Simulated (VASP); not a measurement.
Set up this calculation in VASP 6.6.1, as the native input.

```yaml
Task: single point
Functional: PBE
Potentials_or_basis: VASP PAW PBE potentials, release 64 (Al, Ga_d, As)
Cutoff: 520 eV
k_mesh: 2 × 2 × 2
Occupations: gaussian, width 0.1 eV
Spin: no spin polarisation
Dipole_correction: no
Further_INCAR_settings: ALGO = Normal; EDIFF = 1e-06; NBANDS = 41
```

The structure of AlGa3As4 lies in POSCAR:

```
AlGa3As4
1.0
    5.7404116000      0.0000000000      0.0000000000
    0.0000000000      5.7404116000      0.0000000000
    0.0000000000      0.0000000000      5.7404116000
Al Ga As
1 3 4
Direct
    0.5000000000      0.5000000000      0.5000000000
    0.5000000000      0.0000000000      0.0000000000
    0.0000000000      0.0000000000      0.5000000000
    0.0000000000      0.5000000000      0.0000000000
    0.7493160000      0.2506840000      0.7493160000
    0.7493160000      0.7493160000      0.2506840000
    0.2506840000      0.2506840000      0.2506840000
    0.2506840000      0.7493160000      0.7493160000
```

These files were run (other wordings do the same):

INCAR

```
ALGO = Normal
EDIFF = 1E-6
ENCUT = 520
GGA = PE
ISIF = 2
ISMEAR = 0
LASPH = True
LCHARG = True
LELF = True
LREAL = False
LVHAR = True
LWAVE = False
NBANDS = 41
NELM = 60
PREC = Accurate
SIGMA = 0.1
```

KPOINTS

```
k-points
0
Gamma
  2 2 2
```

Potentials or basis: VASP PAW PBE potentials, release 64 (Al, Ga_d, As).

Command:

```console
$ cat potpaw_PBE.64/Al/POTCAR potpaw_PBE.64/Ga_d/POTCAR potpaw_PBE.64/As/POTCAR > POTCAR
$ mpirun -np 1 vasp_std > vasp.out
```

Results of the run:

The pressure is 0.3 GPa, the largest force is 0.031 eV/Å and the band gap on the k mesh is 0.53 eV.

Caveat: the k points lie up to 0.55 Å⁻¹ apart.

Run time: 88 s on 1 thread of Intel Xeon 8259CL, with other jobs on the host, peak memory 0.33 GiB.
